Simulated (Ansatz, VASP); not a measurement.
One calculation of W, two programs

File INCAR:

```
PREC = Accurate ; ENCUT = 520
EDIFF = 1E-6 ; ISMEAR = 0
SIGMA = 0.15 ; LREAL = F
LASPH = T ; NELM = 100
ALGO = Fast ; ISIF = 2
LWAVE = F ; LCHARG = T
LELF = T ; LVHAR = T
NBANDS = 13
```

KPOINTS

```
Automatic mesh
0
Gamma
  20 20 20
```

The input POSCAR:

```
W
1.0
    0.0000000000      2.0300000000      2.0909000000
    2.0300000000      0.0000000000      2.0909000000
    2.0300000000      2.0300000000      0.0000000000
W
1
Direct
    0.0000000000      0.0000000000      0.0000000000
```

Input for Ansatz:

```yaml
crystal:
  lattice:
    - [0.0, 2.03, 2.0909]
    - [2.03, 0.0, 2.0909]
    - [2.03, 2.03, 0.0]
  atoms:
    - { symbol: W, position: [0.0, 0.0, 0.0] }
basis:
  ecutwfc: 420
kpoints:
  mp_grid: { grid: [20, 20, 20] }
hamiltonian:
  xc: lda
scf:
  occupations: { method: gaussian, width: 0.15 }
output:
  forces: true
  stress: true
  eigenvalues: true
```

Change from the starting cell: strain +0.000 along x and y, +0.030 along z, atoms carried along.

Alike in both runs: task single point; functional LDA; k mesh 20 × 20 × 20; occupations gaussian, width 0.15 eV; no spin polarisation.

```csv
,VASP,Ansatz
version,VASP 6.6.1,Ansatz 0.2.0
potentials or method,"VASP PAW LDA potentials, release 64 (W_sv), cutoff 520 eV","scalar-relativistic, plane waves, PAW"
valence electrons in the cell,14,14
```

|  | VASP | Ansatz | Ansatz less VASP |
| --- | --- | --- | --- |
| gap on the k mesh at the Fermi level (eV) | none | none | - |
| pressure (GPa) | -23.2 | -24.4 | -1.19 |
| traceless stress, the component that is largest in VASP (GPa) | 4.93 | 4.93 | -0.002 |

LDA's correlation is that of Perdew and Zunger in VASP and of Perdew and Wang (1992) in Ansatz. A gap of «none» marks a metal or a gap that the smearing closes.

Spin-orbit coupling is off throughout.
